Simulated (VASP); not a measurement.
Set up this calculation in VASP 6.6.1, as the native input.

* Task: single point
* Functional: PBE
* Potentials or basis: VASP PAW PBE potentials, release 64 (W_sv)
* Cutoff: 520 eV
* k mesh: 20 × 20 × 20
* Occupations: gaussian, width 0.15 eV
* Spin: no spin polarisation
* Dipole correction: no
* Further INCAR settings: ALGO = Fast; EDIFF = 1e-06; NBANDS = 13

The structure of W lies in POSCAR:

```
W
1.0
   -1.5440940974      1.5440940974      1.5440940974
    1.5440940974     -1.5440940974      1.5440940974
    1.5440940974      1.5440940974     -1.5440940974
W
1
Direct
    0.0000000000      0.0000000000      0.0000000000
```

These files were run (other wordings do the same):

INCAR

```
SYSTEM = W
ALGO = Fast
EDIFF = 1E-6
ENCUT = 520
GGA = PE
ISIF = 2
ISMEAR = 0
LASPH = .TRUE.
LCHARG = .TRUE.
LELF = .TRUE.
LREAL = .FALSE.
LVHAR = .TRUE.
LWAVE = .FALSE.
NBANDS = 13
NELM = 100
PREC = Accurate
SIGMA = 0.15
```

KPOINTS

```
k-points
0
G
  20 20 20
  0 0 0
```

Potentials or basis: VASP PAW PBE potentials, release 64 (W_sv).

Launch:

```sh
$ cat potpaw_PBE.64/W_sv/POTCAR > POTCAR
$ mpirun -np 1 vasp_std > vasp.out
```

It gave:

```json
{"Pressure": "34.5 GPa", "Band gap on the k mesh": "zero (band 7 reaches 18.26 eV, above the bottom of band 8 at 11.18 eV)"}
```

Caveat: spin-orbit coupling is left out, which moves the levels of the heavy elements.

Wall time 17 s on 1 thread of Intel(R) Xeon(R) 6975P-C (Granite Rapids), with other jobs on the host, peak memory 0.16 GiB.
